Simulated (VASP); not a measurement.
## TiPt3: single point with PBEsol

TiPt3:

```xyz
4
Lattice="3.8970 0.0390 0.0390 0.0390 3.8970 0.0390 0.0390 0.0390 3.8970" Properties=species:S:1:pos:R:3 pbc="T T T"
Ti    0.0000    0.0000    0.0000
Pt    0.0390    1.9680    1.9680
Pt    1.9680    0.0390    1.9680
Pt    1.9680    1.9680    0.0390
```

This cell differs from its parent crystal: equal xy, yz and zx shear strains of +2 %.

```yaml
Program: VASP 6.6.1
Task: single point
Functional: PBEsol
Potentials_or_basis: VASP PAW PBE potentials, release 64 (Ti_sv, Pt)
Cutoff: 520 eV
k_mesh: 9 × 9 × 9
Occupations: fermi-dirac, width 0.05 eV
Spin: no spin polarisation
Dipole_correction: no
Further_INCAR_settings: ALGO = Normal; EDIFF = 1e-06; NBANDS = 29
```

```yaml
Pressure: 0.6 GPa
Band_gap_on_the_k_mesh: zero (bands 21 and 22 overlap by 1.50 eV)
```

Stress tensor (GPa, compression positive):
```
 0.63 -3.11 -3.11
-3.11  0.63 -3.11
-3.11 -3.11  0.63
```

Levels at points of the mesh, in eV from the Fermi level:
```csv
k point,band 18,band 19,band 20,band 21,band 22,band 23,band 24,band 25
"(0.00, 0.00, 0.00)",0.04,0.04,0.07,1.40,1.40,1.52,1.55,1.55
```

It took 2.2 min on 1 thread of Intel(R) Xeon(R) Platinum 8488C (Sapphire Rapids), on a shared host, peak memory 0.26 GiB.

Caveat: the cell differs from its parent crystal (equal xy, yz and zx shear strains of +2 %); the PAW data sets were made with another functional, which shifts forces and pressure a little; spin-orbit coupling is left out, which moves the levels of the heavy elements.
